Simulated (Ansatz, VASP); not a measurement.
**Si5Ge in VASP and in Ansatz**

```xyz
6
Lattice="0.0000 3.6404 3.6404 3.6404 0.0000 3.6404 3.6404 3.6404 0.0000" Properties=species:S:1:pos:R:3 pbc="T T T"
Si    1.8202    1.8202    1.8202
Si    2.7357    4.5451    2.7357
Si    2.7357    2.7357    4.5451
Si    4.5451    4.5451    4.5451
Si    4.5451    2.7357    2.7357
Ge    0.0000    0.0000    0.0000
```

Change from the starting cell: species swapped into the Be5Pt type (F-43m, No. 216).

Alike in both runs: task relaxation of cell and atoms; functional PBE; k mesh 10 × 10 × 10; occupations gaussian, width 0.1 eV; no spin polarisation.

|  | VASP | Ansatz |
| --- | --- | --- |
| version | VASP 6.6.1 | Ansatz 0.2.0 |
| potentials or method | VASP PAW PBE potentials, release 64 (Si, Ge_d), cutoff 600 eV | scalar-relativistic, plane waves, PAW |
| valence electrons in the cell | 34 | 34 |

```tsv
	VASP	Ansatz	Ansatz less VASP
gap on the k mesh at the Fermi level, each at its own relaxed structure (eV)	none	none	-
relaxed volume (Å³/atom)	15.93	15.93	-0.002
relaxed cell length with the largest relative difference (Å)	5.132	5.132	-0.0002
```

A gap of «none» marks a metal or a gap that the smearing closes.
